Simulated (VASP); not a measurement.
Crystal: ZrSi2Sb4.

```
Zr Si Sb
1.0
     5.70733    0.00000    0.00000
     0.00000    5.70733    0.00000
     0.00000    0.00000    5.88774
Zr Si Sb
1 2 4
Direct
  0.00000 0.00000 0.00000
  0.50000 0.00000 0.50000
  0.00000 0.50000 0.50000
  0.72794 0.27206 0.76361
  0.27206 0.27206 0.23639
  0.27206 0.72794 0.76361
  0.72794 0.72794 0.23639
```

```yaml
Program: VASP 6.6.1
Task: relaxation of cell and atoms
Functional: PBEsol
Potentials_or_basis: VASP PAW PBE potentials, release 64 (Zr_sv, Si, Sb)
Cutoff: 600 eV
k_mesh: 4 × 4 × 4
Occupations: fermi-dirac, width 0.03 eV
Spin: no spin polarisation
```

At the start: pressure 8.3 GPa; volume 27.40 Å³/atom.

Task: How do energy, volume and symmetry change on relaxing?

Result: Over 16 steps the energy falls by 149.2 meV/atom and the volume is 29.81 Å³/atom (+8.8 %); space group P-42m (No. 111, to 0.1 Å) before and after.

Step by step:
```tsv
step	energy change (eV)	largest force (eV/Å)	pressure (GPa)	volume (Å³)
1	0.0000	2.0940	8.33	191.79
2	-0.5375	0.4023	-4.67	234.05
3	-0.8254	0.5941	-1.04	216.53
4	-0.8255	0.6144	-0.90	216.02
5	-0.9198	0.3636	-0.46	212.62
6	-0.9852	0.2078	0.52	206.95
7	-1.0196	0.1339	-0.35	208.62
8	-1.0213	0.1663	-0.58	209.08
9	-1.0331	0.1068	0.20	205.69
10	-1.0333	0.1076	0.13	206.04
11	-1.0365	0.0968	0.06	206.55
12	-1.0422	0.0859	-0.11	208.07
13	-1.0428	0.0912	-0.18	208.74
14	-1.0442	0.0343	0.17	207.99
15	-1.0443	0.0384	0.10	208.15
16	-1.0446	0.0059	-0.01	208.64
```

Final structure:
```
CELL_PARAMETERS angstrom
5.62710 0.00000 0.00000
0.00000 5.62710 0.00000
0.00000 0.00000 6.58922
ATOMIC_POSITIONS crystal
Zr 0.00000 0.00000 0.00000
Si 0.50000 0.00000 0.50000
Si 0.00000 0.50000 0.50000
Sb 0.71415 0.28585 0.74899
Sb 0.28585 0.28585 0.25101
Sb 0.28585 0.71415 0.74899
Sb 0.71415 0.71415 0.25101
```

Caveat: the PAW data sets were made with another functional, which shifts forces and pressure a little.
